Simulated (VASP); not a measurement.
# TaN (P6_3mc) in VASP: single point with r2SCAN

Aim: the single point of TaN with r2SCAN.

All numbers are computed with VASP 6.6.1; they aren't measurements. Logs are shortened: lines on timing, memory, paths and dates and some standing lists are left out, and cuts for length are marked.

## 1. The cell of the first run

It takes space group P6_3mc (No. 186, hexagonal). The conventional cell has a = 3.110 Å, b = 3.110 Å, c = 6.068 Å, α = 90.00°, β = 90.00°, γ = 120.00°. Ta (site symmetry 3m) has 4 N at 1.95 to 2.10 Å within 2.6 Å. N (site symmetry 3m) has 4 Ta at 1.95 to 2.10 Å within 2.6 Å.

## 2. Single point, r2SCAN

The input, POSCAR:

```
TaN
1.0
    3.1102465184      0.0000000000      0.0000000000
   -1.5551232592      2.6935524970      0.0000000000
    0.0000000000      0.0000000000      6.0676957278
Ta N
2 2
Direct
    0.3333333333      0.6666666667      0.0314294084
    0.6666666667      0.3333333333      0.5314294084
    0.3333333333      0.6666666667      0.3535705916
    0.6666666667      0.3333333333      0.8535705916
```

The input, INCAR.step1:

```
PREC = Accurate
ENCUT = 770
ISMEAR = -1
SIGMA = 0.05
LREAL = False
LASPH = True
NELM = 120
NBANDS = 26
GGA = PE
ALGO = Normal
EDIFF = 1E-5
LWAVE = True
LCHARG = False
GGA_COMPAT = False
```

The input, INCAR.step2:

```
PREC = Accurate
ENCUT = 770
EDIFF = 1E-6
ISMEAR = -1
SIGMA = 0.05
LREAL = False
LASPH = True
NELM = 120
ALGO = Normal
ISIF = 2
LWAVE = False
LCHARG = True
METAGGA = R2SCAN
LMIXTAU = True
LELF = True
LVHAR = True
NBANDS = 26
ISTART = 1
GGA_COMPAT = False
```

The input, KPOINTS:

```
regular mesh
0
Gamma
  10 10 6
```

Potentials or basis: VASP PAW PBE potentials, release 64 (Ta_sv_GW, N).

The run is started by

```console
> cat potpaw_PBE.64/Ta_sv_GW/POTCAR potpaw_PBE.64/N/POTCAR > POTCAR
> cp INCAR.step1 INCAR
> mpirun -np 1 vasp_std > vasp.out
> cp INCAR.step2 INCAR
> mpirun -np 1 vasp_std > vasp.out
```

OUTCAR:

```text
PREC = Accurate
   ENCUT = 770
   EDIFF = 1E-6
   ISMEAR = -1
   LREAL = False
   LASPH = True
   NELM = 120
   ISIF = 2
   METAGGA = R2SCAN
   ISTART = 1

 ion  position               nearest neighbor table
   1  0.333  0.667  0.031-   3 1.95   4 2.10   4 2.10   4 2.10
   2  0.667  0.333  0.531-   4 1.95   3 2.10   3 2.10   3 2.10
   3  0.333  0.667  0.354-   1 1.95   2 2.10   2 2.10   2 2.10
   4  0.667  0.333  0.854-   2 1.95   1 2.10   1 2.10   1 2.10

  LATTYP: Found a hexagonal cell.
 ALAT       =     3.1102465184
 C/A-ratio  =     1.9508729266

  Lattice vectors:

 A1 = (   3.1102465184,   0.0000000000,   0.0000000000)
 A2 = (  -1.5551232592,   2.6935524970,   0.0000000000)
 A3 = (   0.0000000000,   0.0000000000,   6.0676957278)

Analysis of symmetry for initial positions (statically):
=====================================================================
 Subroutine PRICEL returns:
 Original cell was already a primitive cell.

 Routine SETGRP: Setting up the symmetry group for a
 hexagonal supercell.

 Subroutine GETGRP returns: Found 12 space group operations
 (whereof  6 operations were pure point group operations)
 out of a pool of 24 trial point group operations.

The static configuration has the point symmetry C_3v.
 The point group associated with its full space group is C_6v.

Analysis of symmetry for dynamics (positions and initial velocities):
=====================================================================
 Subroutine PRICEL returns:
 Original cell was already a primitive cell.

 Routine SETGRP: Setting up the symmetry group for a
 hexagonal supercell.

 Subroutine GETGRP returns: Found 12 space group operations
 (whereof  6 operations were pure point group operations)
 out of a pool of 24 trial point group operations.

The dynamic configuration has the point symmetry C_3v.
 The point group associated with its full space group is C_6v.

 Subroutine INISYM returns: Found 12 space group operations
 (whereof  6 operations are pure point group operations),
 and found     1 'primitive' translations

----------------------------------------------------------------------------------------

                                     Primitive cell

  volume of cell :      50.8328

  direct lattice vectors                    reciprocal lattice vectors
     3.110246518  0.000000000  0.000000000     0.321517923  0.185628459  0.000000000
    -1.555123259  2.693552497  0.000000000     0.000000000  0.371256919  0.000000000
     0.000000000  0.000000000  6.067695728     0.000000000  0.000000000  0.164807209

  length of vectors
     3.110246518  3.110246518  6.067695728     0.371256919  0.371256919  0.164807209

  position of ions in fractional coordinates (direct lattice)
     0.333333333  0.666666667  0.031429408
     0.666666667  0.333333333  0.531429408
     0.333333333  0.666666667  0.353570592
     0.666666667  0.333333333  0.853570592

  ion indices of the primitive-cell ions
   primitive index   ion index
                 1           1
                 2           2
                 3           3
                 4           4

----------------------------------------------------------------------------------------

 KPOINTS: regular mesh

Automatic generation of k-mesh.
 Grid dimensions read from file:
 generate k-points for:   10   10    6

 Generating k-lattice:

  Cartesian coordinates                     Fractional coordinates (reciprocal lattice)
     0.032151792  0.018562846  0.000000000     0.100000000 -0.000000000  0.000000000
     0.000000000  0.037125692  0.000000000     0.000000000  0.100000000  0.000000000
     0.000000000  0.000000000  0.027467868     0.000000000  0.000000000  0.166666667

  Length of vectors
     0.037125692  0.037125692  0.027467868

  Shift w.r.t. Gamma in fractional coordinates (k-lattice)
     0.000000000  0.000000000  0.000000000

 Subroutine IBZKPT returns following result:
 ===========================================

 Found     56 irreducible k-points:

 Following reciprocal coordinates:
            Coordinates               Weight
  0.000000  0.000000  0.000000      1.000000
  0.100000  0.000000  0.000000      6.000000
  0.200000  0.000000  0.000000      6.000000
  0.300000 -0.000000  0.000000      6.000000
  0.400000  0.000000  0.000000      6.000000
  0.500000 -0.000000  0.000000      3.000000
[... 16 lines left out ...]
  0.300000  0.100000  0.166667     24.000000
  0.400000  0.100000  0.166667     24.000000
 [... further k-points ...]
   k-points           NKPTS =     56   k-points in BZ     NKDIM =     56   number of bands    NBANDS=     26
   number of dos      NEDOS =    301   number of ions     NIONS =      4
   total plane-waves  NPLWV =  43904
   dimension x,y,z NGX =    28 NGY =   28 NGZ =   56
   dimension x,y,z NGXF=    56 NGYF=   56 NGZF=  112
   ions per type =               2   2
   NGX,Y,Z   is equivalent  to a cutoff of  14.97, 14.97, 15.34 a.u.
   NGXF,Y,Z  is equivalent  to a cutoff of  29.93, 29.93, 30.69 a.u.
 SYSTEM =  unknown system
   PREC   = accura    normal or accurate (medium, high low for compatibility)
   ISTART =      1    job   : 0-new  1-cont  2-samecut
   ICHARG =      0    charge: 1-file 2-atom 10-const
   ISPIN  =      1    spin polarized calculation?
   LNONCOLLINEAR =      F non collinear calculations
   LSORBIT =      F    spin-orbit coupling
   LASPH  =      T    aspherical Exc in radial PAW
   ENCUT  =  770.0 eV  56.59 Ry    7.52 a.u.   7.04  7.04 13.73*2*pi/ulx,y,z
   NELM   =    120;   NELMIN=  2; NELMDL=  0     # of ELM steps
   EDIFF  = 0.1E-05   stopping-criterion for ELM
   LREAL  =      F    real-space projection
[... 7 lines left out ...]
   TEBEG  =    0.0;   TEEND  =   0.0 temperature during run
   PSTRESS=    0.0 pullay stress
   NELECT =      36.0000    total number of electrons
   NUPDOWN=      -1.0000    fix difference up-down
   EMIN   =  10.00;   EMAX   =-10.00  energy-range for DOS
   EFERMI =   0.00;   METHOD = LEGACY
   ISMEAR =    -1;   SIGMA  =   0.05  broadening in eV -4-tet -1-fermi 0-gaus
   EFERMI_NEDOS =   21; number of points for ismear=-14 and -15
   IALGO  =     38    algorithm
   IMIX   =      4    mixing-type and parameters
     AMIX     =   0.40;   BMIX     =  1.00
     AMIX_MAG =   1.60;   BMIX_MAG =  1.00
  volume/ion in A,a.u.               =      12.71        85.76
  Fermi-wavevector in a.u.,A,eV,Ry     =   1.459243  2.757570 28.972115  2.129390
  Thomas-Fermi vector in A             =   2.575833
   LORBIT       =      0    0 simple, 1 ext, 2 COOP (PROOUT), +10 PAW based schemes
   METAGGA = R2SCAN    functional components
   LHFCALC =     F    Hartree Fock is set to
   AEXX    =    0.0000 exact exchange contribution
   IVDW    =     0    specifies the selected vdW correction
   LEPSILON=     F    determine dielectric tensor
   LRPA    =     F    only Hartree local field effects (RPA)
 non-spin polarized calculation
  energy-cutoff  :      770.00
  volume of cell :       50.83
 maximum number of plane-waves:      2482
   NGX = 15   NGY = 15   NGZ = 27

 number of electron      36.0000000 magnetization

 Free energy of the ion-electron system (eV)
  ---------------------------------------------------
  ext. energy  EPLUGINS =         0.00000000
  ---------------------------------------------------
  free energy    TOTEN  =      -124.16502636 eV

  energy without entropy =     -124.15823943  energy(sigma->0) =     -124.16163290

 E-fermi :  10.2986     XC(G=0): -13.4092

 val. band max:       10.2671464465   @ k =   0.3000   0.3000   0.0000
 cond. band min:      10.3064862324   @ k =   0.1000   0.0000   0.3333
 fundamental gap:      0.0393397859
 Fermi energy:        10.2985682474

 k-point     1 :       0.0000    0.0000    0.0000
  band No.  band energies     occupation
      1     -60.4676      2.00000
      2     -60.4554      2.00000
      3     -26.6608      2.00000
      4     -26.2681      2.00000
      5     -25.9766      2.00000
      6     -25.9766      2.00000
[... 18 lines left out ...]
     25      15.9104      0.00000
     26      17.2653      0.00000

 k-point     2 :       0.1000    0.0000    0.0000
  band No.  band energies     occupation
      1     -60.4636      2.00000
      2     -60.4519      2.00000
      3     -26.6432      2.00000
      4     -26.2665      2.00000
      5     -26.0383      2.00000
      6     -26.0089      2.00000
[... 18 lines left out ...]
     25      16.5957      0.00000
     26      16.8310      0.00000

 k-point     3 :       0.2000    0.0000    0.0000
  band No.  band energies     occupation
      1     -60.4530      2.00000
      2     -60.4429      2.00000
      3     -26.5961      2.00000
      4     -26.2651      2.00000
      5     -26.1963      2.00000
      6     -26.1722      2.00000
[... 18 lines left out ...]
     25      16.4080      0.00000
     26      17.7853      0.00000

 k-point     4 :       0.3000   -0.0000    0.0000
  band No.  band energies     occupation
      1     -60.4397      2.00000
      2     -60.4319      2.00000
      3     -26.5418      2.00000
      4     -26.3845      2.00000
      5     -26.3634      2.00000
      6     -26.2650      2.00000
[... 18 lines left out ...]
     25      16.2588      0.00000
     26      17.7882      0.00000
[... 496 lines left out ...]
      1     -60.4438      2.00000
      2     -60.4362      2.00000
      3     -26.5433      2.00000
      4     -26.3275      2.00000
      5     -26.2919      2.00000
      6     -26.2525      2.00000
[... 18 lines left out ...]
     25      16.2329      0.00000
     26      17.6213      0.00000

 k-point    23 :       0.3000    0.1000    0.1667
  band No.  band energies     occupation
      1     -60.4317      2.00000
      2     -60.4263      2.00000
      3     -26.5335      2.00000
      4     -26.4691      2.00000
      5     -26.4002      2.00000
      6     -26.2774      2.00000
[... 18 lines left out ...]
     25      16.7139      0.00000
     26      16.9021      0.00000

 k-point    24 :       0.4000    0.1000    0.1667
  band No.  band energies     occupation
      1     -60.4239      2.00000
      2     -60.4205      2.00000
      3     -26.5984      2.00000
      4     -26.5605      2.00000
      5     -26.3901      2.00000
      6     -26.2908      2.00000
[... 18 lines left out ...]
     25      15.7991      0.00000
     26      16.7924      0.00000

 [... further k-points ...]
[... 5 lines left out ...]
  --------------------------------------------------------------------------------------
  -------------------------------------------------------------------------------------
  Total        1.5943394      1.5943394      1.7992452      0.0000000     -0.0000000      0.0000000
  in kB       50.2513021     50.2513021     56.7096407      0.0000000     -0.0000000      0.0000000
  external PRESSURE =      52.4040816 kB  Pullay stress =       0.0000000 kB

 VOLUME and BASIS-vectors are now :
 -----------------------------------------------------------------------------
  energy-cutoff  :      770.00
  volume of cell :       50.83
      direct lattice vectors                 reciprocal lattice vectors
     3.110246518  0.000000000  0.000000000     0.321517923  0.185628459  0.000000000
    -1.555123259  2.693552497  0.000000000     0.000000000  0.371256919  0.000000000
     0.000000000  0.000000000  6.067695728     0.000000000  0.000000000  0.164807209

 POSITION                                       TOTAL-FORCE (eV/Angst)
 -----------------------------------------------------------------------------------
     -0.00000      1.79570      0.19070        -0.000000     -0.000000     -0.030115
      1.55512      0.89785      3.22455         0.000000      0.000000     -0.030115
     -0.00000      1.79570      2.14536         0.000000      0.000000      0.030115
      1.55512      0.89785      5.17921         0.000000     -0.000000      0.030115
 -----------------------------------------------------------------------------------
    total drift:                               -0.000001      0.000000      0.001103

  FREE ENERGIE OF THE ION-ELECTRON SYSTEM (eV)
  ---------------------------------------------------
  free  energy   TOTEN  =      -124.1650263605 eV

  energy  without entropy=     -124.1582394331  energy(sigma->0) =     -124.16163290
```

Wall time 7.6 min (1 thread of Intel Xeon Platinum 8259CL at 2.50GHz (Skylake/Cascade Lake), shared host); peak memory 0.29 GiB.

What came out:

| Item | Value |
| --- | --- |
| Free energy | -124.1650 eV |
| Pressure | 5.2 GPa |
| Largest force | 0.030 eV/Å |
| Band gap on the k mesh | zero (bands 18 and 19 overlap by 0.25 eV) |

Forces in eV/Å, atoms in the order of the input:
```
Ta   0.000  0.000 -0.030
Ta   0.000  0.000 -0.030
N    0.000  0.000  0.030
N    0.000  0.000  0.030
```

Stress tensor (GPa, compression positive):
```
5.03 0.00 0.00
0.00 5.03 0.00
0.00 0.00 5.67
```

Levels at points of the mesh, in eV from the Fermi level:
| k point | band 16 | band 17 | band 18 | band 19 | band 20 | band 21 |
| --- | --- | --- | --- | --- | --- | --- |
| (0.00, 0.00, 0.00) | -4.82 | -0.87 | -0.83 | 0.23 | 0.23 | 2.45 |
| (0.50, 0.00, 0.00) | -3.97 | -2.47 | -0.62 | 1.24 | 2.44 | 2.89 |
| (0.00, 0.00, 0.50) | -5.33 | 0.10 | 0.10 | 1.09 | 1.09 | 1.09 |
| (0.50, 0.00, 0.50) | -5.13 | -1.07 | -1.07 | 1.65 | 1.65 | 3.65 |

Caveat: the cell stands under pressure; the PAW data sets were made with another functional, which shifts forces and pressure a little; spin-orbit coupling is left out, which moves the levels of the heavy elements.

The gap in the log of VASP goes by the Fermi energy; the results here count the filled bands.